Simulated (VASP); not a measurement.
Here is a VASP 6.6.1 calculation.

File INCAR:

```
PREC = Accurate
ENCUT = 520
EDIFF = 1E-6
ISMEAR = -1
SIGMA = 0.02
LREAL = False
LASPH = True
NELM = 80
ALGO = Normal
ISIF = 2
LWAVE = False
LCHARG = False
GGA = PE
NBANDS = 15
```

The input KPOINTS:

```
regular mesh
0
Gamma
  9 9 9
```

File POSCAR:

```
TaN
1.0
    0.0000000000      2.2217363401      2.2217363401
    2.2217363401      0.0000000000      2.2217363401
    2.2217363401      2.2217363401      0.0000000000
Ta N
1 1
Direct
    0.5000000000      0.5000000000      0.5000000000
    0.0000000000      0.0000000000      0.0000000000
```

Potentials or basis: VASP PAW PBE potentials, release 64 (Ta_pv, N).

Run with:

```bash
$ cat potpaw_PBE.64/Ta_pv/POTCAR potpaw_PBE.64/N/POTCAR > POTCAR
$ mpirun -np 1 vasp_std > vasp.out
```

Question: Predict the pressure.

Answer: -5.0 GPa.

Question: What does it give for the band gap on the k mesh?

Answer: Zero (band 8 reaches 10.67 eV, above the bottom of band 9 at 7.17 eV).

Caveat: spin-orbit coupling is left out, which moves the levels of the heavy elements.
